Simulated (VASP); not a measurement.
# K (Im-3m) in VASP: notebook

K is run at these levels: PBEsol; tasks: single point, relaxation of cell and atoms.

Everything below comes from runs of VASP 6.6.1. Logs are shortened: lines on timing, memory, paths and dates and some standing lists are left out, and cuts for length are marked.

### Step 1. The cell of the first run

It takes space group Im-3m (No. 229, cubic). Conventional cell: a = 5.225 Å, b = 5.225 Å, c = 5.225 Å, α = 90.00°, β = 90.00°, γ = 90.00°.

### Step 2. Single point, PBEsol

Input file INCAR:

```
  ALGO = Normal
  EDIFF = 1E-6
  ENCUT = 520
  GGA = PS
  ISIF = 2
  ISMEAR = -1
  LASPH = T
  LCHARG = F
  LREAL = F
  LWAVE = F
  NBANDS = 10
  NELM = 80
  PREC = Accurate
  SIGMA = 0.05
```

Input file KPOINTS:

```
k-points
0
Gamma
  16 16 16
```

Input file POSCAR:

```
K
1.0
   -2.6125000000      2.6125000000      2.6125000000
    2.6125000000     -2.6125000000      2.6125000000
    2.6125000000      2.6125000000     -2.6125000000
K
1
Direct
    0.0000000000      0.0000000000      0.0000000000
```

Potentials or basis: VASP PAW PBE potentials, release 64 (K_sv).

Command:

```sh
cat potpaw_PBE.64/K_sv/POTCAR > POTCAR
mpirun -np 1 vasp_std > vasp.out
```

OUTCAR:

```text
EDIFF = 1E-6
   ENCUT = 520
   GGA = PS
   ISIF = 2
   ISMEAR = -1
   LASPH = T
   LREAL = F
   NELM = 80
   PREC = Accurate

 ion  position               nearest neighbor table
   1  0.000  0.000  0.000-

  LATTYP: Found a body centered cubic cell.
 ALAT       =     5.2250000000

  Lattice vectors:

 A1 = (  -2.6125000000,   2.6125000000,   2.6125000000)
 A2 = (   2.6125000000,  -2.6125000000,   2.6125000000)
 A3 = (   2.6125000000,   2.6125000000,  -2.6125000000)

Analysis of symmetry for initial positions (statically):
=====================================================================
 Subroutine PRICEL returns:
 Original cell was already a primitive cell.

 Routine SETGRP: Setting up the symmetry group for a
 body centered cubic supercell.

 Subroutine GETGRP returns: Found 48 space group operations
 (whereof 48 operations were pure point group operations)
 out of a pool of 48 trial point group operations.

The static configuration has the point symmetry O_h .

Analysis of symmetry for dynamics (positions and initial velocities):
=====================================================================
 Subroutine PRICEL returns:
 Original cell was already a primitive cell.

 Routine SETGRP: Setting up the symmetry group for a
 body centered cubic supercell.

 Subroutine GETGRP returns: Found 48 space group operations
 (whereof 48 operations were pure point group operations)
 out of a pool of 48 trial point group operations.

The dynamic configuration has the point symmetry O_h .

 Subroutine INISYM returns: Found 48 space group operations
 (whereof 48 operations are pure point group operations),
 and found     1 'primitive' translations

----------------------------------------------------------------------------------------

                                     Primitive cell

  volume of cell :      71.3229

  direct lattice vectors                    reciprocal lattice vectors
    -2.612500000  2.612500000  2.612500000     0.000000000  0.191387560  0.191387560
     2.612500000 -2.612500000  2.612500000     0.191387560  0.000000000  0.191387560
     2.612500000  2.612500000 -2.612500000     0.191387560  0.191387560  0.000000000

  length of vectors
     4.524982735  4.524982735  4.524982735     0.270662883  0.270662883  0.270662883

  position of ions in fractional coordinates (direct lattice)
     0.000000000  0.000000000  0.000000000

  ion indices of the primitive-cell ions
   primitive index   ion index
                 1           1

----------------------------------------------------------------------------------------

 KPOINTS: k-points

Automatic generation of k-mesh.
 Grid dimensions read from file:
 generate k-points for:   16   16   16

 Generating k-lattice:

  Cartesian coordinates                     Fractional coordinates (reciprocal lattice)
     0.000000000  0.011961722  0.011961722     0.062500000  0.000000000  0.000000000
     0.011961722  0.000000000  0.011961722     0.000000000  0.062500000  0.000000000
     0.011961722  0.011961722  0.000000000     0.000000000  0.000000000  0.062500000

  Length of vectors
     0.016916430  0.016916430  0.016916430

  Shift w.r.t. Gamma in fractional coordinates (k-lattice)
     0.000000000  0.000000000  0.000000000

 Subroutine IBZKPT returns following result:
 ===========================================

 Found    145 irreducible k-points:

 Following reciprocal coordinates:
            Coordinates               Weight
  0.000000  0.000000  0.000000      1.000000
  0.062500  0.000000  0.000000     12.000000
  0.125000  0.000000  0.000000     12.000000
  0.187500  0.000000  0.000000     12.000000
  0.250000  0.000000  0.000000     12.000000
  0.312500  0.000000  0.000000     12.000000
[... 16 lines left out ...]
  0.187500  0.187500  0.000000     24.000000
  0.250000  0.187500 -0.000000     48.000000
 [... further k-points ...]
   k-points           NKPTS =    145   k-points in BZ     NKDIM =    145   number of bands    NBANDS=     10
   number of dos      NEDOS =    301   number of ions     NIONS =      1
   total plane-waves  NPLWV =  46656
   dimension x,y,z NGX =    36 NGY =   36 NGZ =   36
   dimension x,y,z NGXF=    72 NGYF=   72 NGZF=   72
   ions per type =               1
   NGX,Y,Z   is equivalent  to a cutoff of  13.23, 13.23, 13.23 a.u.
   NGXF,Y,Z  is equivalent  to a cutoff of  26.45, 26.45, 26.45 a.u.
 SYSTEM =  unknown system
   PREC   = accura    normal or accurate (medium, high low for compatibility)
   ISTART =      0    job   : 0-new  1-cont  2-samecut
   ICHARG =      2    charge: 1-file 2-atom 10-const
   ISPIN  =      1    spin polarized calculation?
   LNONCOLLINEAR =      F non collinear calculations
   LSORBIT =      F    spin-orbit coupling
   LASPH  =      T    aspherical Exc in radial PAW
   ENCUT  =  520.0 eV  38.22 Ry    6.18 a.u.   8.41  8.41  8.41*2*pi/ulx,y,z
   NELM   =     80;   NELMIN=  2; NELMDL= -5     # of ELM steps
   EDIFF  = 0.1E-05   stopping-criterion for ELM
   LREAL  =      F    real-space projection
   EDIFFG = 0.1E-04   stopping-criterion for IOM
   NSW    =      0    number of steps for IOM
   IBRION =     -1    ionic relax: 0-MD 1-quasi-New 2-CG
   NFREE  =      0    steps in history (QN), initial steepest desc. (CG)
   ISIF   =      2    stress and relaxation
   ISYM   =      2    0-nonsym 1-usesym 2-fastsym
   POTIM  = 0.5000    time-step for ionic-motion
   TEBEG  =    0.0;   TEEND  =   0.0 temperature during run
   PSTRESS=    0.0 pullay stress
   NELECT =       9.0000    total number of electrons
   NUPDOWN=      -1.0000    fix difference up-down
   EMIN   =  10.00;   EMAX   =-10.00  energy-range for DOS
   EFERMI =   0.00;   METHOD = LEGACY
   ISMEAR =    -1;   SIGMA  =   0.05  broadening in eV -4-tet -1-fermi 0-gaus
   EFERMI_NEDOS =   21; number of points for ismear=-14 and -15
   IALGO  =     38    algorithm
   IMIX   =      4    mixing-type and parameters
     AMIX     =   0.40;   BMIX     =  1.00
     AMIX_MAG =   1.60;   BMIX_MAG =  1.00
  volume/ion in A,a.u.               =      71.32       481.31
  Fermi-wavevector in a.u.,A,eV,Ry     =   0.821131  1.551714  9.173822  0.674257
  Thomas-Fermi vector in A             =   1.932236
   LORBIT       =      0    0 simple, 1 ext, 2 COOP (PROOUT), +10 PAW based schemes
   GGA     = PS    functional components
   LHFCALC =     F    Hartree Fock is set to
   AEXX    =    0.0000 exact exchange contribution
   IVDW    =     0    specifies the selected vdW correction
   LEPSILON=     F    determine dielectric tensor
   LRPA    =     F    only Hartree local field effects (RPA)
 non-spin polarized calculation
  energy-cutoff  :      520.00
  volume of cell :       71.32
 maximum number of plane-waves:      1961
 NGX is ok and might be reduce to    36
   NGX = 17   NGY = 17   NGZ = 17

 number of electron       9.0000000 magnetization

 Free energy of the ion-electron system (eV)
  ---------------------------------------------------
  ext. energy  EPLUGINS =         0.00000000
  ---------------------------------------------------
  free energy    TOTEN  =        -1.13665484 eV

  energy without entropy =       -1.13046631  energy(sigma->0) =       -1.13356057

 E-fermi :  -0.0960     XC(G=0):  -5.7735

 val. band max:       -0.0980558384   @ k =   0.3125   0.1875   0.0000
 cond. band min:      -0.0727846657   @ k =  -0.4375   0.4375   0.0625
 fundamental gap:      0.0252711726
 Fermi energy:        -0.0960228277

 k-point     1 :       0.0000    0.0000    0.0000
  band No.  band energies     occupation
      1     -32.0747      2.00000
      2     -15.5822      2.00000
      3     -15.5822      2.00000
      4     -15.5822      2.00000
      5      -2.3032      2.00000
      6       4.2249      0.00000
      7       4.2249      0.00000
      8       4.2249      0.00000
      9       5.1650      0.00000
     10       5.1650      0.00000

 k-point     2 :       0.0625    0.0000    0.0000
  band No.  band energies     occupation
      1     -32.0745      2.00000
      2     -15.5852      2.00000
      3     -15.5832      2.00000
      4     -15.5822      2.00000
      5      -2.2533      2.00000
      6       4.1569      0.00000
      7       4.1577      0.00000
      8       4.2652      0.00000
      9       5.0587      0.00000
     10       5.1510      0.00000

 k-point     3 :       0.1250    0.0000    0.0000
  band No.  band energies     occupation
      1     -32.0740      2.00000
      2     -15.5936      2.00000
      3     -15.5860      2.00000
      4     -15.5822      2.00000
      5      -2.1047      2.00000
      6       3.8875      0.00000
      7       3.9846      0.00000
      8       4.3855      0.00000
      9       4.9265      0.00000
     10       5.1212      0.00000

 k-point     4 :       0.1875    0.0000    0.0000
  band No.  band energies     occupation
      1     -32.0732      2.00000
      2     -15.6062      2.00000
      3     -15.5902      2.00000
      4     -15.5822      2.00000
      5      -1.8615      2.00000
      6       3.4157      0.00000
      7       3.7623      0.00000
      8       4.5838      0.00000
      9       4.9227      0.00000
     10       5.1023      0.00000
[... 222 lines left out ...]
 k-point    22 :       0.4375    0.1250    0.0000
  band No.  band energies     occupation
      1     -32.0696      2.00000
      2     -15.6549      2.00000
      3     -15.6113      2.00000
      4     -15.5862      2.00000
      5       0.4934      0.00002
      6       0.6703      0.00000
      7       2.7995      0.00000
      8       4.5887      0.00000
      9       5.6510      0.00000
     10       5.7879      0.00000

 k-point    23 :       0.1875    0.1875    0.0000
  band No.  band energies     occupation
      1     -32.0711      2.00000
      2     -15.6341      2.00000
      3     -15.6005      2.00000
      4     -15.5875      2.00000
      5      -1.0276      2.00000
      6       2.4830      0.00000
      7       2.9444      0.00000
      8       4.8263      0.00000
      9       4.9655      0.00000
     10       5.5708      0.00000

 k-point    24 :       0.2500    0.1875   -0.0000
  band No.  band energies     occupation
      1     -32.0704      2.00000
      2     -15.6419      2.00000
      3     -15.6069      2.00000
      4     -15.5885      2.00000
      5      -0.5923      1.99990
      6       2.0509      0.00000
      7       2.6934      0.00000
      8       4.8168      0.00000
      9       5.0262      0.00000
     10       5.6658      0.00000

 [... further k-points ...]

------------------------ aborting loop because EDIFF is reached ----------------------------------------

  FORCE on cell =-STRESS in cart. coord.  units (eV):
  Direction    XX          YY          ZZ          XY          YZ          ZX
  --------------------------------------------------------------------------------------
  -------------------------------------------------------------------------------------
  Total       -0.0136006     -0.0136006     -0.0136006      0.0000000      0.0000000     -0.0000000
  in kB       -0.3055195     -0.3055195     -0.3055195      0.0000000      0.0000000     -0.0000000
  external PRESSURE =      -0.3055195 kB  Pullay stress =       0.0000000 kB

 VOLUME and BASIS-vectors are now :
 -----------------------------------------------------------------------------
  energy-cutoff  :      520.00
  volume of cell :       71.32
      direct lattice vectors                 reciprocal lattice vectors
    -2.612500000  2.612500000  2.612500000     0.000000000  0.191387560  0.191387560
     2.612500000 -2.612500000  2.612500000     0.191387560  0.000000000  0.191387560
     2.612500000  2.612500000 -2.612500000     0.191387560  0.191387560  0.000000000

 POSITION                                       TOTAL-FORCE (eV/Angst)
 -----------------------------------------------------------------------------------
      0.00000      0.00000      0.00000         0.000000      0.000000      0.000000
 -----------------------------------------------------------------------------------
    total drift:                               -0.000000      0.000000      0.000000

  FREE ENERGIE OF THE ION-ELECTRON SYSTEM (eV)
  ---------------------------------------------------
  free  energy   TOTEN  =        -1.1366548393 eV

  energy  without entropy=       -1.1304663100  energy(sigma->0) =       -1.13356057
```

Wall time 74 s (1 thread of Intel Xeon 6975P-C, shared host); peak memory 0.26 GiB.

Results:

```
Free energy : -1.1367 eV
Pressure    : 0.0 GPa
```

Caveat: the PAW data sets were made with another functional, which shifts forces and pressure a little.

(Part 1 of 2 ends here.)
